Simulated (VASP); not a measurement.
Runs of VASP 6.6.1 on CsC. The structure is that of space group P-6m2 (No. 187), or close to it. The cells are those of the table. 

| task | spin | cell | k mesh | cutoff (eV) | smearing | gap on the mesh (eV) | pressure (GPa) | moment (μB) | relaxed volume (Å³/atom) |
| --- | --- | --- | --- | --- | --- | --- | --- | --- | --- |
| single point | off | a = 3.842, b = 3.842, c = 3.747 Å, angles 90.0, 90.0, 120.0°, 2 atoms | 6 × 6 × 6 | 520 | gaussian 0.1 eV | (b) | 5.7 | - | - |
| relaxation of cell and atoms | collinear | relaxed from a = 3.842, b = 3.842, c = 3.747 Å, angles 90.0, 90.0, 120.0°, 2 atoms | 6 × 6 × 4 | 600 | gaussian 0.1 eV | 0.67 | 0.0 | 3.00 | 38.57 |
| relaxation of cell and atoms | collinear | relaxed from a = 4.591, b = 4.591, c = 4.246 Å, angles 90.0, 90.0, 120.0°, 2 atoms | 6 × 6 × 6 | 600 | gaussian 0.02 eV | 0.67 | 0.0 | 3.00 | (a) |
| single point | collinear | a = 4.591, b = 4.591, c = 4.246 Å, angles 90.0, 90.0, 120.0°, 2 atoms | 6 × 6 × 4 | 520 | gaussian 0.1 eV | 0.68 | 0.1 | 3.00 | - |
| single point | collinear | a = 4.623, b = 4.623, c = 4.214 Å, angles 90.0, 90.0, 120.0°, 2 atoms | 6 × 6 × 6 | 520 | gaussian 0.02 eV | 0.67 | 0.0 | 3.00 | - |

Alike in all rows: level PBE; potentials or basis VASP PAW PBE potentials, release 64 (Cs_sv, C).

Q: Fill in the values left out.

A: (a) 39.14; (b) none.

Caveats: spin-orbit coupling is left out, which moves the levels of the heavy elements; the cell stands under pressure (at least some runs); the volume moved by over 15 % at a fixed basis, so the end points are rough (at least some runs).

A k mesh can miss the band edges, and the runs leave out spin-orbit coupling on Cs.
